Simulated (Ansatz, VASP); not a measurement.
## Two plane-wave programs on MgO

POSCAR

```
MgO
1.0
    0.0000000000      2.0829271338      2.0829271338
    2.0829271338      0.0000000000      2.0829271338
    2.0829271338      2.0829271338      0.0000000000
Mg O
1 1
Direct
    0.0000000000      0.0000000000      0.0000000000
    0.5000000000      0.5000000000      0.5000000000
```

The input INCAR.step1:

```
SYSTEM = MgO
PREC = Accurate
ENCUT = 750
ISMEAR = -1
SIGMA = 0.05
LREAL = .False.
LASPH = .True.
NELM = 120
NBANDS = 15
GGA = PE
ALGO = Normal
EDIFF = 1E-5
LWAVE = .True.
LCHARG = .False.
GGA_COMPAT = .False.
```

The input INCAR.step2:

```
SYSTEM = MgO
PREC = Accurate
ENCUT = 750
EDIFF = 1E-6
ISMEAR = -1
SIGMA = 0.05
LREAL = .False.
LASPH = .True.
NELM = 120
ALGO = Normal
ISIF = 2
LWAVE = .False.
LCHARG = .False.
METAGGA = R2SCAN
LMIXTAU = .True.
NBANDS = 15
ISTART = 1
GGA_COMPAT = .False.
```

KPOINTS

```
Automatic mesh
0
Gamma
  11 11 11
  0 0 0
```

Contents of input.yaml:

```yaml
crystal:
  lattice:
    - [0.0, 2.0829271338, 2.0829271338]
    - [2.0829271338, 0.0, 2.0829271338]
    - [2.0829271338, 2.0829271338, 0.0]
  atoms:
    - { symbol: Mg, position: [0.0, 0.0, 0.0] }
    - { symbol: O, position: [0.5, 0.5, 0.5] }
hamiltonian:
  xc: r2scan
  pseudopotentials: { kind: paw }
kpoints:
  mp_grid: { grid: [11, 11, 11] }
scf:
  occupations: { method: fermi_dirac, width: 0.05 }
output:
  forces: true
  stress: true
  eigenvalues: true
  write_density: true
  write_potential: true
  elf: true
  volumetric_format: npy
```

Alike in both runs: task single point; functional r2SCAN; k mesh 11 × 11 × 11; occupations fermi-dirac, width 0.05 eV; no spin polarisation.

|  | VASP | Ansatz |
| --- | --- | --- |
| version | VASP 6.6.1 | Ansatz 0.2.0 |
| potentials or method | VASP PAW PBE potentials, release 64 (Mg_sv, O) | Ansatz PAW |
| plane-wave cutoff (eV) | 750 | 500 |
| valence electrons in the cell | 16 | 16 |

VASP gave:

* gap on the k mesh at the Fermi level (eV): 5.99
* least direct gap on the mesh (eV): 5.99
* pressure (GPa): 4.6

Q: What did Ansatz give for the same quantities?

A: gap on the k mesh at the Fermi level (eV): 5.97; least direct gap on the mesh (eV): 5.97; pressure (GPa): 4.9.

VASP's potentials were made for PBE, not for r2SCAN. The functional is the same, so the differences come from potentials, cutoffs and numerics.

Noted on Ansatz's run: odd divisions of the mesh miss points on the zone boundary, where band edges often lie, so the gap on the mesh can be too wide.
